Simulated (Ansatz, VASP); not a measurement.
# Two plane-wave programs on ZnS

```
Zn S
1.0
     3.92071    0.00000    0.00000
    -1.96036    3.39544    0.00000
     0.00000    0.00000    6.43215
Zn S
2 2
Direct
  0.33333 0.66667 0.00005
  0.66667 0.33333 0.50005
  0.33333 0.66667 0.37495
  0.66667 0.33333 0.87495
```

Alike in both runs: task single point; functional r2SCAN; k mesh 6 × 6 × 4; occupations gaussian, width 0.02 eV; no spin polarisation.

|  | VASP | Ansatz |
| --- | --- | --- |
| version | VASP 6.6.1 | Ansatz 0.2.0 |
| potentials or method | VASP PAW PBE potentials, release 64 (Zn, S), cutoff 520 eV | scalar-relativistic, plane waves, PAW |
| valence electrons in the cell | 36 | 36 |

Ansatz gave:

- gap on the k mesh at the Fermi level (eV): 2.37
- least direct gap on the mesh (eV): 2.37
- pressure (GPa): -5.7
- traceless stress, the component that is largest in VASP (GPa): -0.13

Question: Estimate VASP's values.

Answer: gap on the k mesh at the Fermi level (eV): 2.37; least direct gap on the mesh (eV): 2.37; pressure (GPa): -5.7; traceless stress, the component that is largest in VASP (GPa): -0.09.

VASP's potentials were made for PBE, not for r2SCAN.
